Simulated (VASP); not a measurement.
# MgO (P6_3mc) in VASP: notebook, part 2 of 2

VASP 6.6.1.

### Step 3. Single point, PBE

Contents of INCAR:

```
PREC     = Accurate       # precision mode
ENCUT    = 520            # plane-wave cutoff, eV
EDIFF    = 1E-6           # SCF threshold, eV
ISMEAR   = 0              # smearing method
SIGMA    = 0.02           # smearing width, eV
LREAL    = False          # projectors in reciprocal space
LASPH    = True           # aspherical terms in the spheres
NELM     = 80             # most SCF steps
ALGO     = Normal         # electronic algorithm
ISIF     = 2              # what is computed and relaxed
LWAVE    = False          # write WAVECAR
LCHARG   = False          # write CHGCAR
GGA      = PE             # functional
NBANDS   = 26             # bands
```

Contents of KPOINTS:

```
regular mesh
0
Gamma
  9 9 4
```

Contents of POSCAR:

```
MgO
1.0
    3.2805263433      0.0000000000      0.0000000000
   -1.6402631717      2.8410191511      0.0000000000
    0.0000000000      0.0000000000     10.5138967343
Mg O
4 4
Direct
    0.3333333333      0.6666666667      0.9694906392
    0.0000000000      0.0000000000      0.2208211786
    0.0000000000      0.0000000000      0.7208211786
    0.6666666667      0.3333333333      0.4694906392
    0.3333333333      0.6666666667      0.7800420079
    0.0000000000      0.0000000000      0.5296443544
    0.0000000000      0.0000000000      0.0296443544
    0.6666666667      0.3333333333      0.2800420079
```

Potentials or basis: VASP PAW PBE potentials, release 64 (Mg, O).

Launch:

```console
cat potpaw_PBE.64/Mg/POTCAR potpaw_PBE.64/O/POTCAR > POTCAR
mpirun -np 1 vasp_std > vasp.out
```

OUTCAR:

```text
PREC = Accurate
   ENCUT = 520
   EDIFF = 1E-6
   ISMEAR = 0
   LREAL = False
   LASPH = True
   NELM = 80
   ISIF = 2
   GGA = PE

 ion  position               nearest neighbor table
   1  0.333  0.667  0.969-   5 1.99   7 2.00   7 2.00   7 2.00   3 3.23   3 3.23   3 3.23   2 3.25
                             2 3.25   2 3.25
   2  0.000  0.000  0.221-   8 1.99   8 1.99   8 1.99   7 2.01   4 3.23   4 3.23   4 3.23   1 3.25
                             1 3.25   1 3.25
   3  0.000  0.000  0.721-   5 1.99   5 1.99   5 1.99   6 2.01   1 3.23   1 3.23   1 3.23   4 3.25
                             4 3.25   4 3.25
   4  0.667  0.333  0.469-   8 1.99   6 2.00   6 2.00   6 2.00   2 3.23   2 3.23   2 3.23   3 3.25
                             3 3.25   3 3.25
   5  0.333  0.667  0.780-   1 1.99   3 1.99   3 1.99   3 1.99
   6  0.000  0.000  0.530-   4 2.00   4 2.00   4 2.00   3 2.01
   7  0.000  0.000  0.030-   1 2.00   1 2.00   1 2.00   2 2.01
   8  0.667  0.333  0.280-   4 1.99   2 1.99   2 1.99   2 1.99

  LATTYP: Found a hexagonal cell.
 ALAT       =     3.2805263433
 C/A-ratio  =     3.2049420227

  Lattice vectors:

[... 191 lines left out ...]

 E-fermi :   0.8546     XC(G=0):  -9.5867

 val. band max:        0.7110467915   @ k =   0.0000   0.0000   0.0000
 cond. band min:       4.1553641410   @ k =   0.0000   0.0000   0.0000
 fundamental gap:      3.4443173496
 Fermi energy:         0.8545769050

 k-point     1 :       0.0000    0.0000    0.0000
  band No.  band energies     occupation
      1     -15.1909      2.00000
      2     -14.8823      2.00000
      3     -14.8692      2.00000
      4     -14.5355      2.00000
      5      -2.3050      2.00000
      6      -1.1597      2.00000
[... 685 lines left out ...]
     25      13.3579      0.00000
     26      13.5532      0.00000

 [... further k-points ...]
[... 5 lines left out ...]
  --------------------------------------------------------------------------------------
  -------------------------------------------------------------------------------------
  Total       -0.2685204     -0.2685204     -0.2504657      0.0000000     -0.0000000      0.0000000
  in kB       -4.3904245     -4.3904245     -4.0952215      0.0000000     -0.0000000      0.0000000
  external PRESSURE =      -4.2920235 kB  Pullay stress =       0.0000000 kB

 VOLUME and BASIS-vectors are now :
 -----------------------------------------------------------------------------
  energy-cutoff  :      520.00
  volume of cell :       97.99
      direct lattice vectors                 reciprocal lattice vectors
     3.280526343  0.000000000  0.000000000     0.304829133  0.175993182  0.000000000
    -1.640263172  2.841019151  0.000000000     0.000000000  0.351986364  0.000000000
     0.000000000  0.000000000 10.513896734     0.000000000  0.000000000  0.095112214

 POSITION                                       TOTAL-FORCE (eV/Angst)
 -----------------------------------------------------------------------------------
     -0.00000      1.89401     10.19312        -0.000000      0.000000     -0.001946
      0.00000      0.00000      2.32169        -0.000000      0.000000     -0.001873
      0.00000      0.00000      7.57864         0.000000     -0.000000     -0.001873
      1.64026      0.94701      4.93618         0.000000     -0.000000     -0.001946
     -0.00000      1.89401      8.20128        -0.000000      0.000000      0.001022
      0.00000      0.00000      5.56863        -0.000000     -0.000000      0.002797
      0.00000      0.00000      0.31168        -0.000000      0.000000      0.002797
      1.64026      0.94701      2.94433        -0.000000      0.000000      0.001022
 -----------------------------------------------------------------------------------
    total drift:                               -0.000000     -0.000000     -0.000268

  FREE ENERGIE OF THE ION-ELECTRON SYSTEM (eV)
  ---------------------------------------------------
  free  energy   TOTEN  =       -46.9205045333 eV

  energy  without entropy=      -46.9205045333  energy(sigma->0) =      -46.92050453
```

Wall time 71 s (1 thread of Intel Xeon Platinum 8259CL at 2.50GHz (Skylake/Cascade Lake), shared host); peak memory 0.24 GiB.

What came out:

```
Free energy            : -46.9205 eV
Pressure               : -0.4 GPa
Band gap on the k mesh : 3.44 eV, direct
```

Forces on the atoms (eV/Å):
```
Mg   0.000  0.000 -0.002
Mg   0.000  0.000 -0.002
Mg   0.000  0.000 -0.002
Mg   0.000  0.000 -0.002
O    0.000  0.000  0.001
O    0.000  0.000  0.003
O    0.000  0.000  0.003
O    0.000  0.000  0.001
```

### Step 4. Single point, PBE

Contents of INCAR:

```
PREC = Accurate
ENCUT = 520
EDIFF = 1E-7
ISMEAR = 0
SIGMA = 0.05
LREAL = F
LASPH = T
NELM = 80
ALGO = Normal
ISIF = 2
LWAVE = F
LCHARG = F
GGA = PE
NBANDS = 26
```

Contents of KPOINTS:

```
Automatic mesh
0
Gamma
  9 9 4
```

POSCAR is that of step 3.

Potentials or basis: VASP PAW PBE potentials, release 64 (Mg, O).

Launch:

```console
cat potpaw_PBE.64/Mg/POTCAR potpaw_PBE.64/O/POTCAR > POTCAR
mpirun -np 1 vasp_std > vasp.out
```

OUTCAR:

```text
PREC = Accurate
   ENCUT = 520
   EDIFF = 1E-7
   ISMEAR = 0
   LREAL = F
   LASPH = T
   NELM = 80
   ISIF = 2
   GGA = PE

 ion  position               nearest neighbor table
   1  0.333  0.667  0.969-   5 1.99   7 2.00   7 2.00   7 2.00   3 3.23   3 3.23   3 3.23   2 3.25
                             2 3.25   2 3.25
   2  0.000  0.000  0.221-   8 1.99   8 1.99   8 1.99   7 2.01   4 3.23   4 3.23   4 3.23   1 3.25
                             1 3.25   1 3.25
   3  0.000  0.000  0.721-   5 1.99   5 1.99   5 1.99   6 2.01   1 3.23   1 3.23   1 3.23   4 3.25
                             4 3.25   4 3.25
   4  0.667  0.333  0.469-   8 1.99   6 2.00   6 2.00   6 2.00   2 3.23   2 3.23   2 3.23   3 3.25
                             3 3.25   3 3.25
[... 915 lines left out ...]
  in kB       -4.4154214     -4.4154214     -4.1191983      0.0000000      0.0000000      0.0000000
  external PRESSURE =      -4.3166803 kB  Pullay stress =       0.0000000 kB

 VOLUME and BASIS-vectors are now :
 -----------------------------------------------------------------------------
  energy-cutoff  :      520.00
  volume of cell :       97.99
      direct lattice vectors                 reciprocal lattice vectors
     3.280526343  0.000000000  0.000000000     0.304829133  0.175993182  0.000000000
    -1.640263172  2.841019151  0.000000000     0.000000000  0.351986364  0.000000000
     0.000000000  0.000000000 10.513896734     0.000000000  0.000000000  0.095112214

 POSITION                                       TOTAL-FORCE (eV/Angst)
 -----------------------------------------------------------------------------------
     -0.00000      1.89401     10.19312         0.000000     -0.000000     -0.001929
      0.00000      0.00000      2.32169         0.000000     -0.000000     -0.001866
      0.00000      0.00000      7.57864        -0.000000      0.000000     -0.001866
      1.64026      0.94701      4.93618        -0.000000      0.000000     -0.001929
     -0.00000      1.89401      8.20128         0.000000      0.000000      0.001000
      0.00000      0.00000      5.56863         0.000000      0.000000      0.002794
      0.00000      0.00000      0.31168         0.000000      0.000000      0.002794
      1.64026      0.94701      2.94433        -0.000000      0.000000      0.001000
 -----------------------------------------------------------------------------------
    total drift:                               -0.000000     -0.000000     -0.000383

  FREE ENERGIE OF THE ION-ELECTRON SYSTEM (eV)
  ---------------------------------------------------
  free  energy   TOTEN  =       -46.9205045129 eV

  energy  without entropy=      -46.9205045129  energy(sigma->0) =      -46.92050451
```

stdout:

```text
POSCAR found type information on POSCAR MgO
 POSCAR found :  2 types and       8 ions
 scaLAPACK will be used
 LDA part: xc-table for (Slater+PW92), standard interpolation
 POSCAR, INCAR and KPOINTS ok, starting setup
 FFT: planning ... GRIDC
 FFT: planning ... GRID_SOFT
 FFT: planning ... GRID
 WAVECAR not read
 entering main loop
```

It took 78 s on 1 thread of Intel Xeon Platinum 8259CL at 2.50GHz (Skylake/Cascade Lake), shared host; peak memory 0.24 GiB.

What came out:

```yaml
Free_energy: -46.9205 eV
Pressure: -0.4 GPa
Band_gap_on_the_k_mesh: 3.44 eV, direct
```

Forces on the atoms (eV/Å):
```
Mg   0.000  0.000 -0.002
Mg   0.000  0.000 -0.002
Mg   0.000  0.000 -0.002
Mg   0.000  0.000 -0.002
O    0.000  0.000  0.001
O    0.000  0.000  0.003
O    0.000  0.000  0.003
O    0.000  0.000  0.001
```

Levels at points of the mesh, in eV from the valence-band top:
| k point | band 14 | band 15 | band 16 | band 17 | band 18 | band 19 |
| --- | --- | --- | --- | --- | --- | --- |
| (0.00, 0.00, 0.00) | -0.11 | -0.11 | 0.00 | 3.44 | 5.75 | 5.87 |
| (0.00, 0.00, 0.50) | -0.14 | -0.14 | -0.14 | 4.27 | 4.27 | 7.37 |

A k mesh can miss the band edges. PBE gaps usually lie below the measured ones, often by a third to a half.

### Step 5. The runs side by side

| k mesh | smearing | gap on the mesh (eV) | pressure (GPa) |
| --- | --- | --- | --- |
| 9 × 9 × 2 | gaussian 0.05 eV | 3.44 | -0.4 |
| 9 × 9 × 4 | gaussian 0.02 eV | 3.44 | -0.4 |
| 9 × 9 × 4 | gaussian 0.05 eV | 3.44 | -0.4 |

Alike in all rows: task single point; level PBE; potentials or basis VASP PAW PBE potentials, release 64 (Mg, O); no spin polarisation; cell a = 3.281, b = 3.281, c = 10.514 Å, angles 90.0, 90.0, 120.0°, 8 atoms; cutoff (eV) 520.

On the cell as given the gap runs from 3.44 eV (PBE) to 3.44 eV (PBE); the meshes differ, which moves gaps too.

Total energies depend on the potentials used, so only differences within one code and one set of settings carry meaning.
